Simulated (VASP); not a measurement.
# NaH (Pm-3m) in VASP: a series of runs

The runs below take NaH through single point, with r2SCAN.

Everything below comes from runs of VASP 6.6.1. Logs are shortened: lines on timing, memory, paths and dates and some standing lists are left out, and cuts for length are marked.

### 1 The cell of the first run

The structure is cubic, space group Pm-3m (No. 221). The conventional cell has a = 2.903 Å, b = 2.903 Å, c = 2.903 Å, α = 90.00°, β = 90.00°, γ = 90.00°. Within 3.3 Å of Na (site symmetry m-3m) lie 8 H at 2.51 Å and 6 Na at 2.90 Å. H (site symmetry m-3m) has 8 Na at 2.51 Å and 6 H at 2.90 Å within 3.3 Å.

### 2 Single point, r2SCAN (volume changed by -3%)

POSCAR reads:

```
NaH
1.0
    2.9027690615      0.0000000000      0.0000000000
    0.0000000000      2.9027690615      0.0000000000
    0.0000000000      0.0000000000      2.9027690615
Na H
1 1
Direct
    0.0000000000      0.0000000000      0.0000000000
    0.5000000000      0.5000000000      0.5000000000
```

INCAR.step1 reads:

```
SYSTEM = NaH
PREC = Accurate
ENCUT = 520
ISMEAR = 0
SIGMA = 0.01
LREAL = .FALSE.
LASPH = .TRUE.
NELM = 80
NBANDS = 11
GGA = PE
ALGO = Normal
EDIFF = 1E-4
LWAVE = .TRUE.
LCHARG = .FALSE.
```

INCAR.step2 reads:

```
SYSTEM = NaH
PREC = Accurate
ENCUT = 520
EDIFF = 1E-6
ISMEAR = 0
SIGMA = 0.01
LREAL = .FALSE.
LASPH = .TRUE.
NELM = 80
ALGO = Normal
ISIF = 2
LWAVE = .FALSE.
LCHARG = .FALSE.
METAGGA = R2SCAN
LMIXTAU = .TRUE.
NBANDS = 11
ISTART = 1
```

KPOINTS reads:

```
regular mesh
0
G
  8 8 8
  0 0 0
```

Potentials or basis: VASP PAW PBE potentials, release 64 (Na_pv, H).

Run with:

```console
> cat potpaw_PBE.64/Na_pv/POTCAR potpaw_PBE.64/H/POTCAR > POTCAR
> cp INCAR.step1 INCAR
> mpirun -np 1 vasp_std > vasp.out
> cp INCAR.step2 INCAR
> mpirun -np 1 vasp_std > vasp.out
```

OUTCAR:

```text
SYSTEM = NaH
   PREC = Accurate
   ENCUT = 520
   EDIFF = 1E-6
   ISMEAR = 0
   LREAL = .FALSE.
   LASPH = .TRUE.
   NELM = 80
   ISIF = 2
   METAGGA = R2SCAN
   ISTART = 1

 ion  position               nearest neighbor table
   1  0.000  0.000  0.000-
   2  0.500  0.500  0.500-

  LATTYP: Found a simple cubic cell.
 ALAT       =     2.9027690615

  Lattice vectors:

 A1 = (   2.9027690615,   0.0000000000,   0.0000000000)
 A2 = (   0.0000000000,   2.9027690615,   0.0000000000)
 A3 = (   0.0000000000,   0.0000000000,   2.9027690615)

Analysis of symmetry for initial positions (statically):
=====================================================================
 Subroutine PRICEL returns:
 Original cell was already a primitive cell.

 Routine SETGRP: Setting up the symmetry group for a
 simple cubic supercell.

 Subroutine GETGRP returns: Found 48 space group operations
 (whereof 48 operations were pure point group operations)
 out of a pool of 48 trial point group operations.

The static configuration has the point symmetry O_h .

Analysis of symmetry for dynamics (positions and initial velocities):
=====================================================================
 Subroutine PRICEL returns:
 Original cell was already a primitive cell.

 Routine SETGRP: Setting up the symmetry group for a
 simple cubic supercell.

 Subroutine GETGRP returns: Found 48 space group operations
 (whereof 48 operations were pure point group operations)
 out of a pool of 48 trial point group operations.

The dynamic configuration has the point symmetry O_h .

 Subroutine INISYM returns: Found 48 space group operations
 (whereof 48 operations are pure point group operations),
 and found     1 'primitive' translations

----------------------------------------------------------------------------------------

                                     Primitive cell

  volume of cell :      24.4589

  direct lattice vectors                    reciprocal lattice vectors
     2.902769061  0.000000000  0.000000000     0.344498642  0.000000000  0.000000000
     0.000000000  2.902769061  0.000000000     0.000000000  0.344498642  0.000000000
     0.000000000  0.000000000  2.902769061     0.000000000  0.000000000  0.344498642

  length of vectors
     2.902769061  2.902769061  2.902769061     0.344498642  0.344498642  0.344498642

  position of ions in fractional coordinates (direct lattice)
     0.000000000  0.000000000  0.000000000
     0.500000000  0.500000000  0.500000000

  ion indices of the primitive-cell ions
[... 79 lines left out ...]
   IBRION =     -1    ionic relax: 0-MD 1-quasi-New 2-CG
   NFREE  =      0    steps in history (QN), initial steepest desc. (CG)
   ISIF   =      2    stress and relaxation
   ISYM   =      2    0-nonsym 1-usesym 2-fastsym
   POTIM  = 0.5000    time-step for ionic-motion
   TEBEG  =    0.0;   TEEND  =   0.0 temperature during run
   PSTRESS=    0.0 pullay stress
   NELECT =       8.0000    total number of electrons
   NUPDOWN=      -1.0000    fix difference up-down
   EMIN   =  10.00;   EMAX   =-10.00  energy-range for DOS
   EFERMI =   0.00;   METHOD = LEGACY
   ISMEAR =     0;   SIGMA  =   0.01  broadening in eV -4-tet -1-fermi 0-gaus
   EFERMI_NEDOS =   21; number of points for ismear=-14 and -15
   IALGO  =     38    algorithm
   IMIX   =      4    mixing-type and parameters
     AMIX     =   0.40;   BMIX     =  1.00
     AMIX_MAG =   1.60;   BMIX_MAG =  1.00
  volume/ion in A,a.u.               =      12.23        82.53
  Fermi-wavevector in a.u.,A,eV,Ry     =   1.127956  2.131529 17.310499  1.272286
  Thomas-Fermi vector in A             =   2.264645
   LORBIT       =      0    0 simple, 1 ext, 2 COOP (PROOUT), +10 PAW based schemes
   METAGGA = R2SCAN    functional components
   LHFCALC =     F    Hartree Fock is set to
   AEXX    =    0.0000 exact exchange contribution
   IVDW    =     0    specifies the selected vdW correction
   LEPSILON=     F    determine dielectric tensor
   LRPA    =     F    only Hartree local field effects (RPA)
 non-spin polarized calculation
 Gauss-broadening in eV      SIGMA  =   0.01
  energy-cutoff  :      520.00
  volume of cell :       24.46
 maximum number of plane-waves:       691
 NGX is ok and might be reduce to    24
   NGX = 11   NGY = 11   NGZ = 11

 number of electron       8.0000010 magnetization

 Free energy of the ion-electron system (eV)
  ---------------------------------------------------
  ext. energy  EPLUGINS =         0.00000000
  ---------------------------------------------------
  free energy    TOTEN  =        -7.29310744 eV

  energy without entropy =       -7.29310744  energy(sigma->0) =       -7.29310744

 E-fermi :   1.5506     XC(G=0):  -8.7756

 val. band max:        1.3393550605   @ k =   0.5000   0.5000   0.5000
 cond. band min:       2.9473037383   @ k =   0.5000   0.0000   0.0000
 fundamental gap:      1.6079486778
 Fermi energy:         1.5505608127

 k-point     1 :       0.0000    0.0000    0.0000
  band No.  band energies     occupation
      1     -24.1538      2.00000
      2     -24.1538      2.00000
      3     -24.1538      2.00000
      4      -4.8811      2.00000
      5      11.4942      0.00000
      6      13.1330      0.00000
      7      13.1330      0.00000
      8      15.0197      0.00000
      9      15.0197      0.00000
     10      15.0197      0.00000
     11      28.6035      0.00000
[... 309 lines left out ...]
 k-point    24 :       0.5000    0.3750    0.1250
  band No.  band energies     occupation
      1     -24.3153      2.00000
      2     -24.2848      2.00000
      3     -24.1476      2.00000
      4      -0.7356      2.00000
      5       5.5797      0.00000
      6       7.3266      0.00000
      7      10.9127      0.00000
      8      14.4589      0.00000
      9      18.3049      0.00000
     10      19.4367      0.00000
     11      23.8863      0.00000

 [... further k-points ...]
[... 5 lines left out ...]
  --------------------------------------------------------------------------------------
  -------------------------------------------------------------------------------------
  Total        0.1199009      0.1199009      0.1199009      0.0000000      0.0000000     -0.0000000
  in kB        7.8540864      7.8540864      7.8540864      0.0000000      0.0000000     -0.0000000
  external PRESSURE =       7.8540864 kB  Pullay stress =       0.0000000 kB

 VOLUME and BASIS-vectors are now :
 -----------------------------------------------------------------------------
  energy-cutoff  :      520.00
  volume of cell :       24.46
      direct lattice vectors                 reciprocal lattice vectors
     2.902769061  0.000000000  0.000000000     0.344498642  0.000000000  0.000000000
     0.000000000  2.902769061  0.000000000     0.000000000  0.344498642  0.000000000
     0.000000000  0.000000000  2.902769061     0.000000000  0.000000000  0.344498642

 POSITION                                       TOTAL-FORCE (eV/Angst)
 -----------------------------------------------------------------------------------
      0.00000      0.00000      0.00000         0.000000      0.000000      0.000000
      1.45138      1.45138      1.45138         0.000000      0.000000      0.000000
 -----------------------------------------------------------------------------------
    total drift:                                0.000000      0.000000      0.000000

  FREE ENERGIE OF THE ION-ELECTRON SYSTEM (eV)
  ---------------------------------------------------
  free  energy   TOTEN  =        -7.2931074375 eV

  energy  without entropy=       -7.2931074375  energy(sigma->0) =       -7.29310744
```

It took 10 s on 1 thread of Intel Xeon 6975P-C (Granite Rapids), shared host; peak memory 0.14 GiB.

What came out:

| Item | Value |
| --- | --- |
| Free energy | -7.2931 eV |
| Pressure | 0.8 GPa |
| Band gap on the k mesh | 1.61 eV, indirect (least direct gap 5.26 eV) |

Levels at points of the mesh, in eV from the valence-band top:
| k point | band 1 | band 2 | band 3 | band 4 | band 5 | band 6 | band 7 | band 8 | band 9 |
| --- | --- | --- | --- | --- | --- | --- | --- | --- | --- |
| (0.00, 0.00, 0.00) | -25.49 | -25.49 | -25.49 | -6.22 | 10.15 | 11.79 | 11.79 | 13.68 | 13.68 |
| (0.50, 0.00, 0.00) | -25.69 | -25.48 | -25.48 | -3.65 | 1.61 | 12.42 | 15.10 | 15.45 | 15.45 |
| (0.50, 0.50, 0.00) | -25.65 | -25.65 | -25.46 | -1.93 | 4.91 | 4.91 | 8.02 | 16.13 | 19.91 |
| (0.50, 0.50, 0.50) | -25.63 | -25.63 | -25.63 | 0.00 | 7.35 | 7.35 | 7.35 | 10.43 | 10.43 |

Caveat: the PAW data sets were made with another functional, which shifts forces and pressure a little.

### 3 Single point, r2SCAN (volume changed by +3%)

POSCAR reads:

```
NaH
1.0
    2.9614266644      0.0000000000      0.0000000000
    0.0000000000      2.9614266644      0.0000000000
    0.0000000000      0.0000000000      2.9614266644
Na H
1 1
Direct
    0.0000000000      0.0000000000      0.0000000000
    0.5000000000      0.5000000000      0.5000000000
```

INCAR.step1 reads:

```
PREC = Accurate ; ENCUT = 520
ISMEAR = 0 ; SIGMA = 0.01
LREAL = F ; LASPH = T
NELM = 100 ; NBANDS = 11
GGA = PE ; ALGO = Normal
EDIFF = 1E-4 ; LWAVE = T
LCHARG = F
```

INCAR.step2 reads:

```
PREC = Accurate ; ENCUT = 520
EDIFF = 1E-6 ; ISMEAR = 0
SIGMA = 0.01 ; LREAL = F
LASPH = T ; NELM = 100
ALGO = Normal ; ISIF = 2
LWAVE = F ; LCHARG = T
METAGGA = R2SCAN ; LMIXTAU = T
LELF = T ; LVHAR = T
NBANDS = 11 ; ISTART = 1
```

KPOINTS reads:

```
Automatic mesh
0
Gamma
  8 8 8
```

Potentials or basis: VASP PAW PBE potentials, release 64 (Na_pv, H).

Run with:

```console
> cat potpaw_PBE.64/Na_pv/POTCAR potpaw_PBE.64/H/POTCAR > POTCAR
> cp INCAR.step1 INCAR
> mpirun -np 1 vasp_std > vasp.out
> cp INCAR.step2 INCAR
> mpirun -np 1 vasp_std > vasp.out
```

OUTCAR:

```text
PREC = Accurate
   ENCUT = 520
   EDIFF = 1E-6
   ISMEAR = 0
   LREAL = F
   LASPH = T
   NELM = 100
   ISIF = 2
   METAGGA = R2SCAN
   ISTART = 1

 ion  position               nearest neighbor table
   1  0.000  0.000  0.000-
   2  0.500  0.500  0.500-

  LATTYP: Found a simple cubic cell.
 ALAT       =     2.9614266644

  Lattice vectors:

 A1 = (   2.9614266644,   0.0000000000,   0.0000000000)
 A2 = (   0.0000000000,   2.9614266644,   0.0000000000)
 A3 = (   0.0000000000,   0.0000000000,   2.9614266644)

Analysis of symmetry for initial positions (statically):
=====================================================================
 Subroutine PRICEL returns:
 Original cell was already a primitive cell.

 Routine SETGRP: Setting up the symmetry group for a
 simple cubic supercell.

 Subroutine GETGRP returns: Found 48 space group operations
 (whereof 48 operations were pure point group operations)
 out of a pool of 48 trial point group operations.

The static configuration has the point symmetry O_h .

Analysis of symmetry for dynamics (positions and initial velocities):
=====================================================================
 Subroutine PRICEL returns:
 Original cell was already a primitive cell.

 Routine SETGRP: Setting up the symmetry group for a
 simple cubic supercell.

 Subroutine GETGRP returns: Found 48 space group operations
 (whereof 48 operations were pure point group operations)
 out of a pool of 48 trial point group operations.

The dynamic configuration has the point symmetry O_h .

 Subroutine INISYM returns: Found 48 space group operations
 (whereof 48 operations are pure point group operations),
 and found     1 'primitive' translations

----------------------------------------------------------------------------------------

                                     Primitive cell

  volume of cell :      25.9719
[... 110 lines left out ...]
  volume/ion in A,a.u.               =      12.99        87.63
  Fermi-wavevector in a.u.,A,eV,Ry     =   1.105615  2.089309 16.631545  1.222384
  Thomas-Fermi vector in A             =   2.242104
   LORBIT       =      0    0 simple, 1 ext, 2 COOP (PROOUT), +10 PAW based schemes
   METAGGA = R2SCAN    functional components
   LHFCALC =     F    Hartree Fock is set to
   AEXX    =    0.0000 exact exchange contribution
   IVDW    =     0    specifies the selected vdW correction
   LEPSILON=     F    determine dielectric tensor
   LRPA    =     F    only Hartree local field effects (RPA)
 non-spin polarized calculation
 Gauss-broadening in eV      SIGMA  =   0.01
  energy-cutoff  :      520.00
  volume of cell :       25.97
 maximum number of plane-waves:       739
 NGX is ok and might be reduce to    24
   NGX = 11   NGY = 11   NGZ = 11

 number of electron       8.0000004 magnetization

 Free energy of the ion-electron system (eV)
  ---------------------------------------------------
  ext. energy  EPLUGINS =         0.00000000
  ---------------------------------------------------
  free energy    TOTEN  =        -7.29090742 eV

  energy without entropy =       -7.29090742  energy(sigma->0) =       -7.29090742

 E-fermi :   1.0658     XC(G=0):  -8.5367

 val. band max:        1.0253478436   @ k =   0.5000   0.5000   0.5000
 cond. band min:       2.6295655970   @ k =   0.5000   0.0000   0.0000
 fundamental gap:      1.6042177534
 Fermi energy:         1.0658086187

 k-point     1 :       0.0000    0.0000    0.0000
  band No.  band energies     occupation
      1     -24.4538      2.00000
      2     -24.4538      2.00000
      3     -24.4538      2.00000
      4      -4.9022      2.00000
      5      10.6559      0.00000
      6      12.5871      0.00000
      7      12.5871      0.00000
      8      14.2657      0.00000
      9      14.2657      0.00000
     10      14.2657      0.00000
     11      27.4644      0.00000
[... 309 lines left out ...]
 k-point    24 :       0.5000    0.3750    0.1250
  band No.  band energies     occupation
      1     -24.5892      2.00000
      2     -24.5638      2.00000
      3     -24.4489      2.00000
      4      -0.9251      2.00000
      5       5.1707      0.00000
      6       6.8670      0.00000
      7      10.2696      0.00000
      8      13.7776      0.00000
      9      17.4780      0.00000
     10      18.5916      0.00000
     11      22.8414      0.00000

 [... further k-points ...]
[... 5 lines left out ...]
  --------------------------------------------------------------------------------------
  -------------------------------------------------------------------------------------
  Total       -0.1698043     -0.1698043     -0.1698043      0.0000000     -0.0000000      0.0000000
  in kB      -10.4750558    -10.4750558    -10.4750558      0.0000000     -0.0000000      0.0000000
  external PRESSURE =     -10.4750558 kB  Pullay stress =       0.0000000 kB

 VOLUME and BASIS-vectors are now :
 -----------------------------------------------------------------------------
  energy-cutoff  :      520.00
  volume of cell :       25.97
      direct lattice vectors                 reciprocal lattice vectors
     2.961426664  0.000000000  0.000000000     0.337675085  0.000000000  0.000000000
     0.000000000  2.961426664  0.000000000     0.000000000  0.337675085  0.000000000
     0.000000000  0.000000000  2.961426664     0.000000000  0.000000000  0.337675085

 POSITION                                       TOTAL-FORCE (eV/Angst)
 -----------------------------------------------------------------------------------
      0.00000      0.00000      0.00000         0.000000      0.000000      0.000000
      1.48071      1.48071      1.48071         0.000000      0.000000      0.000000
 -----------------------------------------------------------------------------------
    total drift:                                0.000000      0.000000      0.000000

  FREE ENERGIE OF THE ION-ELECTRON SYSTEM (eV)
  ---------------------------------------------------
  free  energy   TOTEN  =        -7.2909074208 eV

  energy  without entropy=       -7.2909074208  energy(sigma->0) =       -7.29090742
```

OUTCAR.step1:

```text
PREC = Accurate
   ENCUT = 520
   ISMEAR = 0
   LREAL = F
   LASPH = T
[... 557 lines left out ...]
 -----------------------------------------------------------------------------------
      0.00000      0.00000      0.00000         0.000000      0.000000      0.000000
      1.48071      1.48071      1.48071         0.000000      0.000000      0.000000
 -----------------------------------------------------------------------------------
    total drift:                                0.000000      0.000000      0.000000

  FREE ENERGIE OF THE ION-ELECTRON SYSTEM (eV)
  ---------------------------------------------------
  free  energy   TOTEN  =        -4.7724653588 eV

  energy  without entropy=       -4.7724653588  energy(sigma->0) =       -4.77246536
```

It took 11 s on 1 thread of Intel Xeon 6975P-C (Granite Rapids), shared host; peak memory 0.13 GiB.

Results:

```yaml
Free_energy: -7.2909 eV
Pressure: -1.0 GPa
Band_gap_on_the_k_mesh: 1.60 eV, indirect (least direct gap 5.08 eV)
```

Caveat: the PAW data sets were made with another functional, which shifts forces and pressure a little.

### 4 Single point, r2SCAN (volume changed by +6%)

POSCAR reads:

```
NaH
1.0
    2.9899036677      0.0000000000      0.0000000000
    0.0000000000      2.9899036677      0.0000000000
    0.0000000000      0.0000000000      2.9899036677
Na H
1 1
Direct
    0.0000000000      0.0000000000      0.0000000000
    0.5000000000      0.5000000000      0.5000000000
```

Edit INCAR.step1 of step 3 so:

```diff
@@ -3,3 +3,3 @@
 LREAL = F ; LASPH = T
-NELM = 100 ; NBANDS = 11
+NELM = 80 ; NBANDS = 11
 GGA = PE ; ALGO = Normal
```

INCAR.step2 reads:

```
PREC = Accurate ; ENCUT = 520
EDIFF = 1E-7 ; ISMEAR = 0
SIGMA = 0.01 ; LREAL = F
LASPH = T ; NELM = 80
ALGO = Normal ; ISIF = 2
LWAVE = F ; LCHARG = T
METAGGA = R2SCAN ; LMIXTAU = T
LELF = T ; LVHAR = T
NBANDS = 11 ; ISTART = 1
```

KPOINTS reads:

```
regular mesh
0
Gamma
  8 8 8
```

Run with:

```console
> cat potpaw_PBE.64/Na_pv/POTCAR potpaw_PBE.64/H/POTCAR > POTCAR
> cp INCAR.step1 INCAR
> mpirun -np 1 vasp_std > vasp.out
> cp INCAR.step2 INCAR
> mpirun -np 1 vasp_std > vasp.out
```

Wall time 13 s (1 thread of Intel Xeon 6975P-C (Granite Rapids), shared host); peak memory 0.13 GiB.

The run converged. Its results:

```yaml
Free_energy: -7.2845 eV
Pressure: -1.6 GPa
Band_gap_on_the_k_mesh: 1.60 eV, indirect (least direct gap 4.99 eV)
```

Levels at points of the mesh, in eV from the valence-band top:
```tsv
k point	band 1	band 2	band 3	band 4	band 5	band 6	band 7	band 8	band 9
(0.00, 0.00, 0.00)	-25.47	-25.47	-25.47	-5.79	9.39	11.45	11.45	13.04	13.04
(0.50, 0.00, 0.00)	-25.62	-25.46	-25.46	-3.39	1.60	11.64	14.58	14.86	14.86
(0.50, 0.50, 0.00)	-25.60	-25.60	-25.45	-1.75	4.75	4.75	7.58	15.36	19.10
(0.50, 0.50, 0.50)	-25.58	-25.58	-25.58	0.00	7.23	7.23	7.23	9.88	9.88
```

Caveat: the PAW data sets were made with another functional, which shifts forces and pressure a little. A k mesh can miss the band edges.

### 5 Overview

```csv
cell,gap on the mesh (eV),pressure (GPa)
"a = 2.903 Å, 2 atoms",1.61,0.8
"a = 2.961 Å, 2 atoms",1.60,-1.0
"a = 2.990 Å, 2 atoms",1.60,-1.6
```

Alike in all rows: task single point; level r2SCAN; potentials or basis VASP PAW PBE potentials, release 64 (Na_pv, H); no spin polarisation; k mesh 8 × 8 × 8; cutoff (eV) 520; smearing gaussian 0.01 eV.

Caveats: the PAW data sets were made with another functional, which shifts forces and pressure a little.

Total energies depend on the potentials used, so only differences within one code and one set of settings carry meaning.
